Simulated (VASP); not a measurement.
Input of a VASP 6.6.1 run:

File INCAR:

```
ALGO = Normal
EDIFF = 1E-7
EDIFFG = -0.002
ENCUT = 600
GGA = PE
GGA_COMPAT = F
IBRION = 2
ISIF = 3
ISMEAR = 0
LASPH = T
LCHARG = F
LREAL = F
LWAVE = F
NELM = 120
NELMIN = 4
NSW = 100
PREC = Accurate
SIGMA = 0.1
```

KPOINTS

```
k-points
0
Gamma
  8 8 12
```

POSCAR

```
IrO2
1.0
    4.5051000000      0.0000000000      0.0000000000
    0.0000000000      4.5051000000      0.0000000000
    0.0000000000      0.0000000000      3.1586000000
Ir O
2 4
Direct
    0.0000000000      0.0000000000      0.0000000000
    0.5000000000      0.5000000000      0.5000000000
    0.3077000000      0.3077000000      0.0000000000
    0.1923000000      0.8077000000      0.5000000000
    0.6923000000      0.6923000000      0.0000000000
    0.8077000000      0.1923000000      0.5000000000
```

Potentials or basis: VASP PAW PBE potentials, release 64 (Ir, O).

Run with:

```bash
$ cat potpaw_PBE.64/Ir/POTCAR potpaw_PBE.64/O/POTCAR > POTCAR
$ mpirun -np 1 vasp_std > vasp.out
```

Problem. Estimate the space group after relaxing (to 0.05 Å).

Solution. P4_2/mnm (No. 136).

Problem. Predict the band gap on the k mesh.

Solution. Zero (band 21 reaches 6.32 eV, above the bottom of band 22 at 5.04 eV).

Final structure:
```xyz
6
Lattice="4.5393 0.0000 0.0000 0.0000 4.5393 0.0000 0.0000 0.0000 3.1889" Properties=species:S:1:pos:R:3 pbc="T T T"
Ir    0.0000    0.0000    0.0000
Ir    2.2697    2.2697    1.5944
O     1.4004    1.4004    0.0000
O     0.8693    3.6701    1.5944
O     3.1390    3.1390    0.0000
O     3.6701    0.8693    1.5944
```

Caveat: spin-orbit coupling is left out, which moves the levels of the heavy elements. Zero-point motion and thermal expansion aren't in these numbers.
